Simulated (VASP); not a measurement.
Input of a VASP 6.6.1 run:

INCAR

```
SYSTEM = ZnS
PREC = Accurate ; ENCUT = 520
EDIFF = 1E-6 ; ISMEAR = 0
SIGMA = 0.05 ; LREAL = Auto
LASPH = .True. ; NELM = 60
ALGO = Normal ; ISIF = 2
LWAVE = .False. ; LCHARG = .False.
LDIPOL = .True. ; IDIPOL = 3
DIPOL = 0.5 0.5 0.500 ; GGA = PS
NBANDS = 86
```

KPOINTS

```
regular mesh
0
Gamma
  7 5 1
  0 0 0
```

POSCAR

```
ZnS
1.0
    3.7815694933      0.0000000000      0.0000000000
    0.0000000000      6.2089941857      0.0000000000
    0.0000000000      0.0000000000     25.9164508246
Zn S
8 8
Direct
    0.0000000000      0.9476924870      0.3095687175
    0.5000000000      0.5118683167      0.3270081009
    0.5000000000      1.0004301441      0.4175933899
    0.0000000000      0.5039407938      0.4563928822
    0.0000000000      1.0039407514      0.5436071202
    0.5000000000      0.5004300866      0.5824066063
    0.5000000000      1.0118682235      0.6729918976
    0.0000000000      0.4476923698      0.6904312839
    0.0000000000      0.6118687224      0.2829093616
    0.5000000000      0.1289309397      0.3321157969
    0.5000000000      0.6265034110      0.4141113718
    0.0000000000      0.1287654932      0.4588894275
    0.0000000000      0.6287654613      0.5411105666
    0.5000000000      0.1265033459      0.5858886241
    0.5000000000      0.6289308523      0.6678842089
    0.0000000000      0.1118686013      0.7170906443
```

Potentials or basis: VASP PAW PBE potentials, release 64 (Zn, S).

Launch:

```sh
$ cat potpaw_PBE.64/Zn/POTCAR potpaw_PBE.64/S/POTCAR > POTCAR
$ mpirun -np 1 vasp_std > vasp.out
```

Question: Estimate the largest force.

Answer: 0.017 eV/Å.

Question: Predict the band gap on the k mesh.

Answer: 2.24 eV.

Forces on the atoms (eV/Å):
```
Zn   0.000 -0.002 -0.002
Zn   0.000  0.001 -0.003
Zn   0.000  0.012  0.012
Zn   0.000 -0.003  0.007
Zn   0.000 -0.003 -0.007
Zn   0.000  0.012 -0.012
Zn   0.000  0.001  0.003
Zn   0.000 -0.002  0.002
S    0.000 -0.006 -0.015
S    0.000 -0.002 -0.007
S    0.000  0.003 -0.008
S    0.000 -0.003 -0.006
S    0.000 -0.003  0.006
S    0.000  0.003  0.008
S    0.000 -0.002  0.007
S    0.000 -0.006  0.015
```

Caveat: the PAW data sets were made with another functional, which shifts forces and pressure a little.
